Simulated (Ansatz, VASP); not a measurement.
# SnO in VASP and in Ansatz

```
Sn O
1.0
     3.15752    0.00000    0.00000
     0.00000    3.15752    0.00000
     0.00000    0.00000    3.15752
Sn O
1 1
Direct
  0.00000 0.00000 0.00000
  0.50000 0.50000 0.50000
```

Change from the starting cell: species swapped into the GaIr type (Pm-3m, No. 221).

Alike in both runs: task relaxation of cell and atoms; functional PBE; k mesh 12 × 12 × 12; occupations gaussian, width 0.02 eV; no spin polarisation.

|  | VASP | Ansatz |
| --- | --- | --- |
| version | VASP 6.6.1 | Ansatz 0.2.0 |
| potentials or method | VASP PAW PBE potentials, release 64 (Sn_d, O), cutoff 600 eV | scalar-relativistic, plane waves, PAW |
| valence electrons in the cell | 20 | 20 |

Ansatz gave:

| Item | Value |
| --- | --- |
| gap on the k mesh at the Fermi level, each at its own relaxed structure (eV) | none |
| relaxed volume (Å³/atom) | 15.35 |
| relaxed cell length with the largest relative difference (Å) | 3.131 |

Task: Which values does VASP return?

Result: gap on the k mesh at the Fermi level, each at its own relaxed structure (eV): none; relaxed volume (Å³/atom): 15.34; relaxed cell length with the largest relative difference (Å): 3.131.

A gap of «none» marks a metal or a gap that the smearing closes.
